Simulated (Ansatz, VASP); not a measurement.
# Rb in VASP and in Ansatz

```
CELL_PARAMETERS angstrom
2.53818 -4.44472 0.00000
2.53818 4.44472 0.00000
0.00000 0.00000 8.44800
ATOMIC_POSITIONS crystal
Rb 0.16029 0.83971 0.75000
Rb 0.83971 0.16029 0.25000
```

Alike in both runs: task single point; functional PBE; k mesh 6 × 6 × 3; occupations fermi-dirac, width 0.05 eV; no spin polarisation.

|  | VASP | Ansatz |
| --- | --- | --- |
| version | VASP 6.6.1 | Ansatz 0.2.0 |
| potentials or method | VASP PAW PBE potentials, release 64 (Rb_sv) | Ansatz PAW |
| plane-wave cutoff (eV) | 520 | 420 |
| valence electrons in the cell | 18 | 18 |

```csv
,VASP,Ansatz,Ansatz less VASP
gap on the k mesh at the Fermi level (eV),none,none,-
pressure (GPa),-0.1,-0.1,0.00
"traceless stress, the component that is largest in VASP (GPa)",-0.06,-0.06,0.000
```

A gap of «none» marks a metal or a gap that the smearing closes.
